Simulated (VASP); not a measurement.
# LaGa2 (P6/mmm) in VASP: a series of runs

Runs on LaGa2. Level: LDA. Tasks: relaxation of cell and atoms, single point.

All numbers are computed with VASP 6.6.1; they aren't measurements. Logs are shortened: lines on timing, memory, paths and dates and some standing lists are left out, and cuts for length are marked.

## (1) The cell of the first run

It takes space group P6/mmm (No. 191, hexagonal). Conventional cell: a = 4.432 Å, b = 4.432 Å, c = 4.531 Å, α = 90.00°, β = 90.00°, γ = 120.00°. Within 4.6 Å of La (site symmetry 6/mmm) lie 12 Ga at 3.42 Å and 8 La at 4.43 to 4.53 Å. Ga (site symmetry -6m2) has 3 Ga at 2.56 Å and 6 La at 3.42 Å within 3.5 Å.

## (2) Relaxation of cell and atoms, LDA

INCAR reads:

```
ALGO = Normal
EDIFF = 1E-7
EDIFFG = -0.005
ENCUT = 600
GGA = CA
IBRION = 2
ISIF = 3
ISMEAR = -1
LASPH = T
LCHARG = F
LREAL = F
LWAVE = F
NELM = 100
NSW = 100
PREC = Accurate
SIGMA = 0.05
```

KPOINTS reads:

```
k-points
0
Gamma
  9 9 8
```

POSCAR reads:

```
LaGa2
1.0
    4.4322576538      0.0000000000      0.0000000000
   -2.2161288269      3.8384477242      0.0000000000
    0.0000000000      0.0000000000      4.5307522683
La Ga
1 2
Direct
    0.0000000000      0.0000000000      0.0000000000
    0.3333333333      0.6666666667      0.5000000000
    0.6666666667      0.3333333333      0.5000000000
```

Potentials or basis: VASP PAW LDA potentials, release 64 (La, Ga_d).

The run is started by

```console
$ cat potpaw_LDA.64/La/POTCAR potpaw_LDA.64/Ga_d/POTCAR > POTCAR
$ mpirun -np 1 vasp_std > vasp.out
```

OUTCAR:

```text
EDIFF = 1E-7
   EDIFFG = -0.005
   ENCUT = 600
   GGA = CA
   IBRION = 2
   ISIF = 3
   ISMEAR = -1
   LASPH = T
   LREAL = F
   NELM = 100
   NSW = 100
   PREC = Accurate

 ion  position               nearest neighbor table
   1  0.000  0.000  0.000-
   2  0.333  0.667  0.500-   3 2.56   3 2.56   3 2.56
   3  0.667  0.333  0.500-   2 2.56   2 2.56   2 2.56

  LATTYP: Found a hexagonal cell.
 ALAT       =     4.4322576538
 C/A-ratio  =     1.0222222222

  Lattice vectors:

 A1 = (   4.4322576538,   0.0000000000,   0.0000000000)
 A2 = (  -2.2161288269,   3.8384477242,   0.0000000000)
 A3 = (   0.0000000000,   0.0000000000,   4.5307522683)

Analysis of symmetry for initial positions (statically):
=====================================================================
 Subroutine PRICEL returns:
 Original cell was already a primitive cell.

 Routine SETGRP: Setting up the symmetry group for a
 hexagonal supercell.

 Subroutine GETGRP returns: Found 24 space group operations
 (whereof 24 operations were pure point group operations)
 out of a pool of 24 trial point group operations.

The static configuration has the point symmetry D_6h.

Analysis of symmetry for dynamics (positions and initial velocities):
=====================================================================
 Subroutine PRICEL returns:
 Original cell was already a primitive cell.

 Routine SETGRP: Setting up the symmetry group for a
 hexagonal supercell.

 Subroutine GETGRP returns: Found 24 space group operations
 (whereof 24 operations were pure point group operations)
 out of a pool of 24 trial point group operations.

The dynamic configuration has the point symmetry D_6h.

 Subroutine INISYM returns: Found 24 space group operations
 (whereof 24 operations are pure point group operations),
 and found     1 'primitive' translations

----------------------------------------------------------------------------------------

                                     Primitive cell

  volume of cell :      77.0816

  direct lattice vectors                    reciprocal lattice vectors
     4.432257654  0.000000000  0.000000000     0.225618653  0.130260990  0.000000000
    -2.216128827  3.838447724  0.000000000     0.000000000  0.260521980  0.000000000
     0.000000000  0.000000000  4.530752268     0.000000000  0.000000000  0.220713899

  length of vectors
     4.432257654  4.432257654  4.530752268     0.260521980  0.260521980  0.220713899

  position of ions in fractional coordinates (direct lattice)
     0.000000000  0.000000000  0.000000000
     0.333333333  0.666666667  0.500000000
     0.666666667  0.333333333  0.500000000

  ion indices of the primitive-cell ions
   primitive index   ion index
                 1           1
                 2           2
                 3           3

----------------------------------------------------------------------------------------

 KPOINTS: k-points

Automatic generation of k-mesh.
 Grid dimensions read from file:
 generate k-points for:    9    9    8

 Generating k-lattice:

  Cartesian coordinates                     Fractional coordinates (reciprocal lattice)
     0.025068739  0.014473443  0.000000000     0.111111111  0.000000000  0.000000000
     0.000000000  0.028946887  0.000000000     0.000000000  0.111111111  0.000000000
     0.000000000  0.000000000  0.027589237     0.000000000  0.000000000  0.125000000

  Length of vectors
     0.028946887  0.028946887  0.027589237

  Shift w.r.t. Gamma in fractional coordinates (k-lattice)
     0.000000000  0.000000000  0.000000000

 Subroutine IBZKPT returns following result:
 ===========================================

 Found     60 irreducible k-points:

 Following reciprocal coordinates:
            Coordinates               Weight
  0.000000  0.000000  0.000000      1.000000
  0.111111  0.000000  0.000000      6.000000
  0.222222 -0.000000  0.000000      6.000000
  0.333333 -0.000000  0.000000      6.000000
  0.444444 -0.000000  0.000000      6.000000
  0.111111  0.111111  0.000000      6.000000
[... 16 lines left out ...]
  0.333333  0.222222  0.125000     24.000000
  0.333333  0.333333  0.125000      4.000000
 [... further k-points ...]
   k-points           NKPTS =     60   k-points in BZ     NKDIM =     60   number of bands    NBANDS=     22
   number of dos      NEDOS =    301   number of ions     NIONS =      3
   total plane-waves  NPLWV =  46656
   dimension x,y,z NGX =    36 NGY =   36 NGZ =   36
   dimension x,y,z NGXF=    72 NGYF=   72 NGZF=   72
   ions per type =               1   2
   NGX,Y,Z   is equivalent  to a cutoff of  13.50, 13.50, 13.21 a.u.
   NGXF,Y,Z  is equivalent  to a cutoff of  27.01, 27.01, 26.42 a.u.
 SYSTEM =  unknown system
   PREC   = accura    normal or accurate (medium, high low for compatibility)
   ISTART =      0    job   : 0-new  1-cont  2-samecut
   ICHARG =      2    charge: 1-file 2-atom 10-const
   ISPIN  =      1    spin polarized calculation?
   LNONCOLLINEAR =      F non collinear calculations
   LSORBIT =      F    spin-orbit coupling
   LASPH  =      T    aspherical Exc in radial PAW
   ENCUT  =  600.0 eV  44.10 Ry    6.64 a.u.   8.85  8.85  9.05*2*pi/ulx,y,z
   NELM   =    100;   NELMIN=  2; NELMDL= -5     # of ELM steps
   EDIFF  = 0.1E-06   stopping-criterion for ELM
   LREAL  =      F    real-space projection
   EDIFFG = -.5E-02   stopping-criterion for IOM
   NSW    =    100    number of steps for IOM
   IBRION =      2    ionic relax: 0-MD 1-quasi-New 2-CG
   NFREE  =      1    steps in history (QN), initial steepest desc. (CG)
   ISIF   =      3    stress and relaxation
   ISYM   =      2    0-nonsym 1-usesym 2-fastsym
   POTIM  = 0.5000    time-step for ionic-motion
   TEBEG  =    0.0;   TEEND  =   0.0 temperature during run
   PSTRESS=    0.0 pullay stress
   NELECT =      37.0000    total number of electrons
   NUPDOWN=      -1.0000    fix difference up-down
   EMIN   =  10.00;   EMAX   =-10.00  energy-range for DOS
   EFERMI =   0.00;   METHOD = LEGACY
   ISMEAR =    -1;   SIGMA  =   0.05  broadening in eV -4-tet -1-fermi 0-gaus
   EFERMI_NEDOS =   21; number of points for ismear=-14 and -15
   IALGO  =     38    algorithm
   IMIX   =      4    mixing-type and parameters
     AMIX     =   0.40;   BMIX     =  1.00
     AMIX_MAG =   1.60;   BMIX_MAG =  1.00
  volume/ion in A,a.u.               =      25.69       173.39
  Fermi-wavevector in a.u.,A,eV,Ry     =   1.281814  2.422278 22.355022  1.643048
  Thomas-Fermi vector in A             =   2.414162
   LORBIT       =      0    0 simple, 1 ext, 2 COOP (PROOUT), +10 PAW based schemes
   GGA     = CA    functional components
   LHFCALC =     F    Hartree Fock is set to
   AEXX    =    0.0000 exact exchange contribution
   IVDW    =     0    specifies the selected vdW correction
   LEPSILON=     F    determine dielectric tensor
   LRPA    =     F    only Hartree local field effects (RPA)
 conjugate gradient relaxation of ions
 non-spin polarized calculation
  energy-cutoff  :      600.00
  volume of cell :       77.08
 maximum number of plane-waves:      2598
 NGX is ok and might be reduce to    36
   NGX = 17   NGY = 17   NGZ = 19

--------------------------------------- Ionic step        1  -------------------------------------------

 number of electron      37.0000025 magnetization

 Free energy of the ion-electron system (eV)
  ---------------------------------------------------
  ext. energy  EPLUGINS =         0.00000000
  ---------------------------------------------------
  free energy    TOTEN  =       -14.68945195 eV

  energy without entropy =      -14.67605532  energy(sigma->0) =      -14.68275364

------------------------ aborting loop because EDIFF is reached ----------------------------------------

  FORCE on cell =-STRESS in cart. coord.  units (eV):
  Direction    XX          YY          ZZ          XY          YZ          ZX
  --------------------------------------------------------------------------------------
  -------------------------------------------------------------------------------------
  Total       -4.3345560     -4.3345560     -3.1371794      0.0000000      0.0000000      0.0000000
  in kB      -90.0957390    -90.0957390    -65.2077162      0.0000000      0.0000000      0.0000000
  external PRESSURE =     -81.7997314 kB  Pullay stress =       0.0000000 kB

 VOLUME and BASIS-vectors are now :
 -----------------------------------------------------------------------------
  energy-cutoff  :      600.00
  volume of cell :       77.08
      direct lattice vectors                 reciprocal lattice vectors
     4.432257654  0.000000000  0.000000000     0.225618653  0.130260990  0.000000000
    -2.216128827  3.838447724  0.000000000     0.000000000  0.260521980  0.000000000
     0.000000000  0.000000000  4.530752268     0.000000000  0.000000000  0.220713899
[... 223 lines left out ...]
 POSITION                                       TOTAL-FORCE (eV/Angst)
 -----------------------------------------------------------------------------------
      0.00000      0.00000      0.00000        -0.000000      0.000000      0.000000
     -0.00000      2.43939      2.17308        -0.000000      0.000000     -0.000000
      2.11258      1.21970      2.17308         0.000000     -0.000000      0.000000
 -----------------------------------------------------------------------------------
    total drift:                                0.000000      0.000000     -0.000000

  FREE ENERGIE OF THE ION-ELECTRON SYSTEM (eV)
  ---------------------------------------------------
  free  energy   TOTEN  =       -14.9752327400 eV

  energy  without entropy=      -14.9618041175  energy(sigma->0) =      -14.96851843

--------------------------------------- Ionic step        8  -------------------------------------------

 number of electron      37.0000017 magnetization

 Free energy of the ion-electron system (eV)
  ---------------------------------------------------
  ext. energy  EPLUGINS =         0.00000000
  ---------------------------------------------------
  free energy    TOTEN  =       -14.97529959 eV

  energy without entropy =      -14.96191728  energy(sigma->0) =      -14.96860843

 E-fermi :   6.8987     XC(G=0): -10.9887

 val. band max:        6.8975296749   @ k =   0.2222   0.1111   0.3750
 cond. band min:       6.9319249722   @ k =   0.0000   0.0000   0.0000
 fundamental gap:      0.0343952974
 Fermi energy:         6.8987397147

 k-point     1 :       0.0000    0.0000    0.0000
  band No.  band energies     occupation
      1     -25.2624      2.00000
      2      -9.0603      2.00000
      3      -8.8592      2.00000
      4      -8.8592      2.00000
      5      -7.7399      2.00000
      6      -7.6660      2.00000
[... 14 lines left out ...]
     21       8.8410      0.00000
     22       8.8410      0.00000
[... 552 lines left out ...]
  band No.  band energies     occupation
      1     -25.2221      2.00000
      2      -9.1624      2.00000
      3      -9.1624      2.00000
      4      -9.0970      2.00000
      5      -7.9372      2.00000
      6      -7.7259      2.00000
[... 14 lines left out ...]
     21       8.7177      0.00000
     22       8.8380      0.00000

 [... further k-points ...]

------------------------ aborting loop because EDIFF is reached ----------------------------------------

  FORCE on cell =-STRESS in cart. coord.  units (eV):
  Direction    XX          YY          ZZ          XY          YZ          ZX
  --------------------------------------------------------------------------------------
  -------------------------------------------------------------------------------------
  Total        0.0052632      0.0052632     -0.0093773      0.0000000      0.0000000      0.0000000
  in kB        0.1252609      0.1252609     -0.2231726      0.0000000      0.0000000      0.0000000
  external PRESSURE =       0.0091164 kB  Pullay stress =       0.0000000 kB

 VOLUME and BASIS-vectors are now :
 -----------------------------------------------------------------------------
  energy-cutoff  :      600.00
  volume of cell :       67.32
      direct lattice vectors                 reciprocal lattice vectors
     4.228176491  0.000000000  0.000000000     0.236508576  0.136548290 -0.000000000
    -2.114088245  3.661708252 -0.000000000     0.000000000  0.273096580 -0.000000000
     0.000000000  0.000000000  4.348199350     0.000000000  0.000000000  0.229980256

 POSITION                                       TOTAL-FORCE (eV/Angst)
 -----------------------------------------------------------------------------------
      0.00000      0.00000      0.00000         0.000000      0.000000      0.000000
     -0.00000      2.44114      2.17410        -0.000000      0.000000      0.000000
      2.11409      1.22057      2.17410         0.000000     -0.000000     -0.000000
 -----------------------------------------------------------------------------------
    total drift:                                0.000000     -0.000000     -0.000000

  FREE ENERGIE OF THE ION-ELECTRON SYSTEM (eV)
  ---------------------------------------------------
  free  energy   TOTEN  =       -14.9752995855 eV

  energy  without entropy=      -14.9619172831  energy(sigma->0) =      -14.96860843

 reached required accuracy - stopping structural energy minimisation
```

Run time: 5.4 min. Hardware: 1 thread of Intel Xeon Platinum 8559C (Emerald Rapids), shared host; peak memory 0.28 GiB.

Results:

```yaml
Free_energy: -14.9753 eV
Relaxed_volume: 22.44 Å³/atom
Relaxed_cell: a = 4.228 Å, b = 4.228 Å, c = 4.348 Å, α = 90.00°, β = 90.00°, γ = 120.00°
Space_group_after_relaxing_to_0.1_Å: P6/mmm (No. 191)
Energy_gained_by_relaxing: 95.3 meV/atom
Ionic_steps: 8
Pressure_after_relaxing: 0.0 GPa
Band_gap_on_the_k_mesh: zero (an odd number of electrons rules out a gap without spin polarisation)
```

The path:
| step | energy change (eV) | largest force (eV/Å) | pressure (GPa) | volume (Å³) |
| --- | --- | --- | --- | --- |
| 1 | 0.0000 | 0.0000 | -8.18 | 77.08 |
| 2 | -0.2117 | 0.0000 | 5.80 | 63.34 |
| 3 | -0.2851 | 0.0000 | -0.02 | 67.44 |
| 4 | -0.2850 | 0.0000 | -0.27 | 67.63 |
| 5 | -0.2857 | 0.0000 | -0.23 | 67.54 |
| 6 | -0.2857 | 0.0000 | -0.20 | 67.48 |
| 7 | -0.2858 | 0.0000 | 0.18 | 67.19 |
| 8 | -0.2858 | 0.0000 | 0.00 | 67.32 |

Final structure:
```
La Ga
1.0
     4.22818    0.00000    0.00000
    -2.11409    3.66171    0.00000
     0.00000    0.00000    4.34820
La Ga
1 2
Direct
  0.00000 0.00000 0.00000
  0.33333 0.66667 0.50000
  0.66667 0.33333 0.50000
```

Caveat: spin-orbit coupling is left out, which moves the levels of the heavy elements. Zero-point motion and thermal expansion aren't in these numbers.

(Continued in part 2 of 2.)

The gap in the log of VASP goes by the Fermi energy; the results here count the filled bands.